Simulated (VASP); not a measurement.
TlCl:

```
Tl Cl
1.0
     3.83883    0.00000    0.00000
     0.00000    3.83883    0.00000
     0.00000    0.00000    3.83883
Tl Cl
1 1
Cartesian
  0.0000 0.0000 0.0000
  1.9194 1.9194 1.9194
```

Base run:

```yaml
Program: VASP 6.6.1
Functional: HF
Potentials_or_basis: VASP PAW PBE potentials, release 64 (Tl_d, Cl)
Cutoff: 400 eV
k_mesh: 4 × 4 × 4
Occupations: gaussian, width 0.01 eV
Spin: no spin polarisation
```

Its results: band gap on the k mesh 8.34 eV; pressure 5.5 GPa.

After a change of settings the same cell gave: band gap on the k mesh 2.09 eV; pressure 1.2 GPa. Which change was it?
A. functional from HF to PBE-based screened hybrid with 10 % exact exchange; share of exact exchange from 1 to 0.1
B. functional from HF to PBE; cutoff from 400 eV to 500 eV
C. functional from HF to HSE06; share of exact exchange from 1 to 0.25

B.

Caveats: spin-orbit coupling is left out, which moves the levels of the heavy elements; the cell stands under pressure (at least some runs); the PAW data sets were made with another functional, which shifts forces and pressure a little (at least some runs).
